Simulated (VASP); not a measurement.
# N in VASP: notebook

Runs on N. Level: LDA. Tasks: single point.

Program: VASP 6.6.1. These are calculated values, not measurements. Logs are shortened: lines on timing, memory, paths and dates and some standing lists are left out, and cuts for length are marked.

**1. The cell of the first run**

The cell holds a disordered packing, 12 atoms: a = 7.034 Å, b = 7.034 Å, c = 7.034 Å, α = 90.00°, β = 90.00°, γ = 90.00°.

**2. Single point, LDA**

The input, INCAR:

```
ALGO = Normal
EDIFF = 1E-7
ENCUT = 520
GGA = CA
ISIF = 2
ISMEAR = -1
LASPH = True
LCHARG = False
LREAL = False
LWAVE = False
NBANDS = 42
NELM = 100
PREC = Accurate
SIGMA = 0.02
```

The input, KPOINTS:

```
k-points
0
Gamma
  1 1 1
```

The input, POSCAR:

```
N
1.0
    7.0338500000      0.0000000000      0.0000000000
    0.0000000000      7.0338500000      0.0000000000
    0.0000000000      0.0000000000      7.0338500000
N
12
Direct
    0.2522952346     -0.0746384611      0.9800531763
    0.2877969737      0.0260859602      0.8670946620
    0.5406259072      0.7515046130      0.4643557293
    0.5295162913      0.8628048230      0.3564090153
    0.8123399582      0.9125715736      0.9911084973
    0.7016196672      0.8670517323      0.8919545640
    0.0896921581      0.6994332852      0.3564705192
   -0.0476578076      0.6472029115      0.3059026578
    0.9216348497      0.3628329560      0.7062038450
    0.9396267028      0.2129308869      0.6691222961
    0.5033437070      0.5129567841      1.0238159509
    0.5396927578      0.3957570354      0.9283177867
```

Potentials or basis: VASP PAW LDA potentials, release 64 (N).

Launch:

```bash
$ cat potpaw_LDA.64/N/POTCAR > POTCAR
$ mpirun -np 1 vasp_gam > vasp.out
```

OUTCAR:

```text
EDIFF = 1E-7
   ENCUT = 520
   GGA = CA
   ISIF = 2
   ISMEAR = -1
   LASPH = True
   LREAL = False
   NELM = 100
   PREC = Accurate

 ion  position               nearest neighbor table
   1  0.252  0.925  0.980-   2 1.09
   2  0.288  0.026  0.867-   1 1.09
   3  0.541  0.752  0.464-   4 1.09
   4  0.530  0.863  0.356-   3 1.09
   5  0.812  0.913  0.991-   6 1.09
   6  0.702  0.867  0.892-   5 1.09
   7  0.090  0.699  0.356-   8 1.09
   8  0.952  0.647  0.306-   7 1.09
   9  0.922  0.363  0.706-  10 1.09
  10  0.940  0.213  0.669-   9 1.09
  11  0.503  0.513  0.024-  12 1.09
  12  0.540  0.396  0.928-  11 1.09

  LATTYP: Found a simple cubic cell.
 ALAT       =     7.0338500000

  Lattice vectors:

 A1 = (   7.0338500000,   0.0000000000,   0.0000000000)
 A2 = (   0.0000000000,   7.0338500000,   0.0000000000)
 A3 = (   0.0000000000,   0.0000000000,   7.0338500000)

Analysis of symmetry for initial positions (statically):
=====================================================================
 Subroutine PRICEL returns:
 Original cell was already a primitive cell.

 Routine SETGRP: Setting up the symmetry group for a
 simple cubic supercell.

 Subroutine GETGRP returns: Found  1 space group operations
 (whereof  1 operations were pure point group operations)
 out of a pool of 48 trial point group operations.

The static configuration has the point symmetry C_1 .

Analysis of symmetry for dynamics (positions and initial velocities):
=====================================================================
 Subroutine PRICEL returns:
 Original cell was already a primitive cell.

 Routine SETGRP: Setting up the symmetry group for a
 simple cubic supercell.

 Subroutine GETGRP returns: Found  1 space group operations
 (whereof  1 operations were pure point group operations)
 out of a pool of 48 trial point group operations.

The dynamic configuration has the point symmetry C_1 .

 Subroutine INISYM returns: Found  1 space group operations
 (whereof  1 operations are pure point group operations),
 and found     1 'primitive' translations

----------------------------------------------------------------------------------------

                                     Primitive cell

  volume of cell :     348.0001

  direct lattice vectors                    reciprocal lattice vectors
     7.033850000  0.000000000  0.000000000     0.142169651  0.000000000  0.000000000
     0.000000000  7.033850000  0.000000000     0.000000000  0.142169651  0.000000000
     0.000000000  0.000000000  7.033850000     0.000000000  0.000000000  0.142169651

  length of vectors
     7.033850000  7.033850000  7.033850000     0.142169651  0.142169651  0.142169651

  position of ions in fractional coordinates (direct lattice)
     0.252295235  0.925361539  0.980053176
     0.287796974  0.026085960  0.867094662
     0.540625907  0.751504613  0.464355729
     0.529516291  0.862804823  0.356409015
     0.812339958  0.912571574  0.991108497
     0.701619667  0.867051732  0.891954564
     0.089692158  0.699433285  0.356470519
     0.952342192  0.647202912  0.305902658
     0.921634850  0.362832956  0.706203845
     0.939626703  0.212930887  0.669122296
     0.503343707  0.512956784  0.023815951
     0.539692758  0.395757035  0.928317787

  ion indices of the primitive-cell ions
   primitive index   ion index
                 1           1
                 2           2
                 3           3
                 4           4
                 5           5
                 6           6
                 7           7
                 8           8
                 9           9
                10          10
                11          11
                12          12

----------------------------------------------------------------------------------------

 KPOINTS: k-points

Automatic generation of k-mesh.
 Grid dimensions read from file:
 generate k-points for:    1    1    1

 Generating k-lattice:

  Cartesian coordinates                     Fractional coordinates (reciprocal lattice)
     0.142169651  0.000000000  0.000000000     1.000000000  0.000000000  0.000000000
     0.000000000  0.142169651  0.000000000     0.000000000  1.000000000  0.000000000
     0.000000000  0.000000000  0.142169651     0.000000000  0.000000000  1.000000000

  Length of vectors
     0.142169651  0.142169651  0.142169651

  Shift w.r.t. Gamma in fractional coordinates (k-lattice)
     0.000000000  0.000000000  0.000000000

 Subroutine IBZKPT returns following result:
 ===========================================

 Found      1 irreducible k-points:

 Following reciprocal coordinates:
            Coordinates               Weight
  0.000000  0.000000  0.000000      1.000000
   k-points           NKPTS =      1   k-points in BZ     NKDIM =      1   number of bands    NBANDS=     42
   number of dos      NEDOS =    301   number of ions     NIONS =     12
   total plane-waves  NPLWV = 157464
   dimension x,y,z NGX =    54 NGY =   54 NGZ =   54
   dimension x,y,z NGXF=   108 NGYF=  108 NGZF=  108
   ions per type =              12
   NGX,Y,Z   is equivalent  to a cutoff of  12.76, 12.76, 12.76 a.u.
   NGXF,Y,Z  is equivalent  to a cutoff of  25.53, 25.53, 25.53 a.u.
 SYSTEM =  unknown system
   PREC   = accura    normal or accurate (medium, high low for compatibility)
   ISTART =      0    job   : 0-new  1-cont  2-samecut
   ICHARG =      2    charge: 1-file 2-atom 10-const
   ISPIN  =      1    spin polarized calculation?
   LNONCOLLINEAR =      F non collinear calculations
   LSORBIT =      F    spin-orbit coupling
   LASPH  =      T    aspherical Exc in radial PAW
   ENCUT  =  520.0 eV  38.22 Ry    6.18 a.u.  13.08 13.08 13.08*2*pi/ulx,y,z
   NELM   =    100;   NELMIN=  2; NELMDL= -5     # of ELM steps
   EDIFF  = 0.1E-06   stopping-criterion for ELM
   LREAL  =      F    real-space projection
   EDIFFG = 0.1E-05   stopping-criterion for IOM
   NSW    =      0    number of steps for IOM
   IBRION =     -1    ionic relax: 0-MD 1-quasi-New 2-CG
   NFREE  =      0    steps in history (QN), initial steepest desc. (CG)
   ISIF   =      2    stress and relaxation
   ISYM   =      2    0-nonsym 1-usesym 2-fastsym
   POTIM  = 0.5000    time-step for ionic-motion
   TEBEG  =    0.0;   TEEND  =   0.0 temperature during run
   PSTRESS=    0.0 pullay stress
   NELECT =      60.0000    total number of electrons
   NUPDOWN=      -1.0000    fix difference up-down
   EMIN   =  10.00;   EMAX   =-10.00  energy-range for DOS
   EFERMI =   0.00;   METHOD = LEGACY
   ISMEAR =    -1;   SIGMA  =   0.02  broadening in eV -4-tet -1-fermi 0-gaus
   EFERMI_NEDOS =   21; number of points for ismear=-14 and -15
   IALGO  =     38    algorithm
   IMIX   =      4    mixing-type and parameters
     AMIX     =   0.40;   BMIX     =  1.00
     AMIX_MAG =   1.60;   BMIX_MAG =  1.00
  volume/ion in A,a.u.               =      29.00       195.70
  Fermi-wavevector in a.u.,A,eV,Ry     =   0.911169  1.721859 11.295944  0.830228
  Thomas-Fermi vector in A             =   2.035417
   LORBIT       =      0    0 simple, 1 ext, 2 COOP (PROOUT), +10 PAW based schemes
   GGA     = CA    functional components
   LHFCALC =     F    Hartree Fock is set to
   AEXX    =    0.0000 exact exchange contribution
   IVDW    =     0    specifies the selected vdW correction
   LEPSILON=     F    determine dielectric tensor
   LRPA    =     F    only Hartree local field effects (RPA)
 non-spin polarized calculation
  energy-cutoff  :      520.00
  volume of cell :      348.00
 maximum number of plane-waves:      4718
 NGX is ok and might be reduce to    54
   NGX = 27   NGY = 27   NGZ = 27

 number of electron      60.0000000 magnetization

 Free energy of the ion-electron system (eV)
  ---------------------------------------------------
  ext. energy  EPLUGINS =         0.00000000
  ---------------------------------------------------
  free energy    TOTEN  =      -105.34231369 eV

  energy without entropy =     -105.34231369  energy(sigma->0) =     -105.34231369

 E-fermi :  -6.8715     XC(G=0):  -5.7806

 val. band max:       -7.3561105516   @ k =   0.0000   0.0000   0.0000
 cond. band min:      -0.0819785321   @ k =   0.0000   0.0000   0.0000
 fundamental gap:      7.2741320195
 Fermi energy:        -6.8714940259

 k-point     1 :       0.0000    0.0000    0.0000
  band No.  band energies     occupation
      1     -25.8996      2.00000
      2     -25.8580      2.00000
      3     -25.8275      2.00000
      4     -25.8112      2.00000
      5     -25.7568      2.00000
      6     -25.6490      2.00000
      7     -10.9354      2.00000
      8     -10.8893      2.00000
      9     -10.8289      2.00000
     10     -10.7561      2.00000
     11     -10.5163      2.00000
     12     -10.4244      2.00000
     13      -9.5536      2.00000
     14      -9.5041      2.00000
     15      -9.4530      2.00000
     16      -9.3778      2.00000
     17      -9.3386      2.00000
     18      -9.2970      2.00000
     19      -9.2444      2.00000
     20      -9.1735      2.00000
     21      -9.0709      2.00000
     22      -8.9886      2.00000
     23      -8.9818      2.00000
     24      -8.8973      2.00000
     25      -8.3506      2.00000
     26      -7.6983      2.00000
     27      -7.6274      2.00000
     28      -7.5080      2.00000
     29      -7.4038      2.00000
     30      -7.3561      2.00000
     31      -0.0820      0.00000
     32       0.0700      0.00000
     33       0.2667      0.00000
     34       0.3180      0.00000
     35       0.4520      0.00000
     36       0.4778      0.00000
     37       0.5148      0.00000
     38       0.7035      0.00000
     39       0.7439      0.00000
     40       0.8675      0.00000
     41       0.9433      0.00000
     42       1.0735      0.00000

------------------------ aborting loop because EDIFF is reached ----------------------------------------

  FORCE on cell =-STRESS in cart. coord.  units (eV):
  Direction    XX          YY          ZZ          XY          YZ          ZX
  --------------------------------------------------------------------------------------
  -------------------------------------------------------------------------------------
  Total        2.1224058      3.8676871      2.6122036      0.6367526      0.0554010      0.8146717
  in kB        9.7714654     17.8066656     12.0264734      2.9315817      0.2550637      3.7507137
  external PRESSURE =      13.2015348 kB  Pullay stress =       0.0000000 kB

 VOLUME and BASIS-vectors are now :
 -----------------------------------------------------------------------------
  energy-cutoff  :      520.00
  volume of cell :      348.00
      direct lattice vectors                 reciprocal lattice vectors
     7.033850000  0.000000000  0.000000000     0.142169651  0.000000000  0.000000000
     0.000000000  7.033850000  0.000000000     0.000000000  0.142169651  0.000000000
     0.000000000  0.000000000  7.033850000     0.000000000  0.000000000  0.142169651

 POSITION                                       TOTAL-FORCE (eV/Angst)
 -----------------------------------------------------------------------------------
      1.77461      6.50885      6.89355        -0.361032     -1.019217      1.143177
      2.02432      0.18348      6.09901         0.355581      1.010115     -1.132519
      3.80268      5.28597      3.26621         0.111253     -1.111123      1.077908
      3.72454      6.06884      2.50693        -0.107768      1.118573     -1.082472
      5.71388      6.41889      6.97131         1.123750      0.457687      0.993659
      4.93509      6.09871      6.27387        -1.121192     -0.461053     -0.999657
      0.63088      4.91971      2.50736         1.420809      0.529079      0.526482
      6.69863      4.55233      2.15167        -1.421776     -0.534307     -0.528027
      6.48264      2.55211      4.96733        -0.175092      1.498383      0.358069
      6.60919      1.49772      4.70651         0.171695     -1.483889     -0.359715
      3.54044      3.60806      0.16752        -0.369261      1.150118      0.932431
      3.79612      2.78370      6.52965         0.373033     -1.154366     -0.929337
 -----------------------------------------------------------------------------------
    total drift:                               -0.000719     -0.000023      0.000314

  FREE ENERGIE OF THE ION-ELECTRON SYSTEM (eV)
  ---------------------------------------------------
  free  energy   TOTEN  =      -105.3423136932 eV

  energy  without entropy=     -105.3423136932  energy(sigma->0) =     -105.34231369
```

It took 18 s on 1 thread of AMD EPYC 7R13 (Zen 3), shared host; peak memory 0.23 GiB.

Results:

```
Free energy   : -105.3423 eV
Pressure      : 1.3 GPa
Largest force : 1.608 eV/Å
```

Forces on the atoms (eV/Å):
```
N   -0.361 -1.019  1.143
N    0.356  1.010 -1.133
N    0.111 -1.111  1.078
N   -0.108  1.119 -1.082
N    1.124  0.458  0.994
N   -1.121 -0.461 -1.000
N    1.421  0.529  0.526
N   -1.422 -0.534 -0.528
N   -0.175  1.498  0.358
N    0.172 -1.484 -0.360
N   -0.369  1.150  0.932
N    0.373 -1.154 -0.929
```

Caveat: the k points lie up to 0.89 Å⁻¹ apart, too coarse for converged energies, forces and pressures; the standard files for N, O and F lose accuracy on very short bonds.

**3. Single point, LDA**

The input, INCAR:

```
SYSTEM = N
PREC = Accurate ; ENCUT = 520
EDIFF = 1E-7 ; ISMEAR = -1
SIGMA = 0.02 ; LREAL = .FALSE.
LASPH = .TRUE. ; NELM = 100
ALGO = Normal ; ISIF = 2
LWAVE = .FALSE. ; LCHARG = .TRUE.
GGA = CA ; LELF = .TRUE.
LVHAR = .TRUE. ; NBANDS = 42
```

The input, KPOINTS:

```
regular mesh
0
G
  1 1 1
  0 0 0
```

The input, POSCAR:

```
N
1.0
    7.0338500000      0.0000000000      0.0000000000
    0.0000000000      7.0338500000      0.0000000000
    0.0000000000      0.0000000000      7.0338500000
N
12
Direct
    0.2128990524     -0.0249507738      0.9412626087
    0.3389750990      0.0532567513      0.8942613220
    0.5498269084      0.7893685535      0.4466543927
    0.5208953845      0.8991946089      0.3400129374
    0.8243991555      0.9161696653      1.0088074099
    0.7152412974      0.8316498077      0.9330878537
    0.0942442617      0.7411730418      0.3186164050
   -0.0280500722      0.6533548483      0.2858747343
    0.9013698046      0.3866587999      0.6716378655
    0.9281261329      0.2551945236      0.7468171769
    0.4890635996      0.5176112655      1.0139681682
    0.5836348515      0.4182915473      0.9424141828
```

Potentials or basis: VASP PAW LDA potentials, release 64 (N).

Launch:

```bash
$ cat potpaw_LDA.64/N/POTCAR > POTCAR
$ mpirun -np 1 vasp_gam > vasp.out
```

OUTCAR:

```text
SYSTEM = N
   PREC = Accurate
   ENCUT = 520
   EDIFF = 1E-7
   ISMEAR = -1
   LREAL = .FALSE.
   LASPH = .TRUE.
   NELM = 100
   ISIF = 2
   GGA = CA

 ion  position               nearest neighbor table
   1  0.213  0.975  0.941-   2 1.09
   2  0.339  0.053  0.894-   1 1.09
   3  0.550  0.789  0.447-   4 1.10
   4  0.521  0.899  0.340-   3 1.10
   5  0.824  0.916  0.009-   6 1.11
   6  0.715  0.832  0.933-   5 1.11
[... 246 lines left out ...]
  external PRESSURE =      18.6005460 kB  Pullay stress =       0.0000000 kB

 VOLUME and BASIS-vectors are now :
 -----------------------------------------------------------------------------
  energy-cutoff  :      520.00
  volume of cell :      348.00
      direct lattice vectors                 reciprocal lattice vectors
     7.033850000  0.000000000  0.000000000     0.142169651  0.000000000  0.000000000
     0.000000000  7.033850000  0.000000000     0.000000000  0.142169651  0.000000000
     0.000000000  0.000000000  7.033850000     0.000000000  0.000000000  0.142169651

 POSITION                                       TOTAL-FORCE (eV/Angst)
 -----------------------------------------------------------------------------------
      1.49750      6.85835      6.62070        -0.963972     -0.757241      0.407083
      2.38430      0.37460      6.29010         1.118387      0.695876     -0.414289
      3.86740      5.55230      3.14170         0.230844     -0.830787      0.810579
      3.66390      6.32480      2.39160        -0.224855      0.824841     -0.794334
      5.79870      6.44420      0.06195        -0.584218     -0.263875     -0.236085
      5.03090      5.84970      6.56320         0.475099      0.462477      0.140615
      0.66290      5.21330      2.24110         2.548516      1.779212      0.703410
      6.83655      4.59560      2.01080        -2.514621     -1.827944     -0.646687
      6.34010      2.71970      4.72420        -0.560696      3.022964     -1.749672
      6.52830      1.79500      5.25300         0.658784     -3.007627      1.654540
      3.44000      3.64080      0.09825        -1.552454      1.481187      1.158149
      4.10520      2.94220      6.62880         1.369185     -1.579084     -1.033309
 -----------------------------------------------------------------------------------
    total drift:                               -0.000090     -0.000335      0.000292

  FREE ENERGIE OF THE ION-ELECTRON SYSTEM (eV)
  ---------------------------------------------------
  free  energy   TOTEN  =      -105.1920630216 eV

  energy  without entropy=     -105.1920630216  energy(sigma->0) =     -105.19206302
```

Wall time 21 s (1 thread of AMD EPYC 7R13 (Zen 3), shared host); peak memory 0.23 GiB.

Results:

```yaml
Free_energy: -105.1921 eV
Pressure: 1.9 GPa
Largest_force: 3.538 eV/Å
```

Forces on the atoms (eV/Å):
```
N   -0.964 -0.757  0.407
N    1.118  0.696 -0.414
N    0.231 -0.831  0.811
N   -0.225  0.825 -0.794
N   -0.584 -0.264 -0.236
N    0.475  0.462  0.141
N    2.549  1.779  0.703
N   -2.515 -1.828 -0.647
N   -0.561  3.023 -1.750
N    0.659 -3.008  1.655
N   -1.552  1.481  1.158
N    1.369 -1.579 -1.033
```

Stress tensor (GPa, compression positive):
```
 2.00  0.16 -0.20
 0.16  2.67 -0.70
-0.20 -0.70  0.91
```

Caveat: the k points lie up to 0.89 Å⁻¹ apart, too coarse for converged energies, forces and pressures; the standard files for N, O and F lose accuracy on very short bonds.
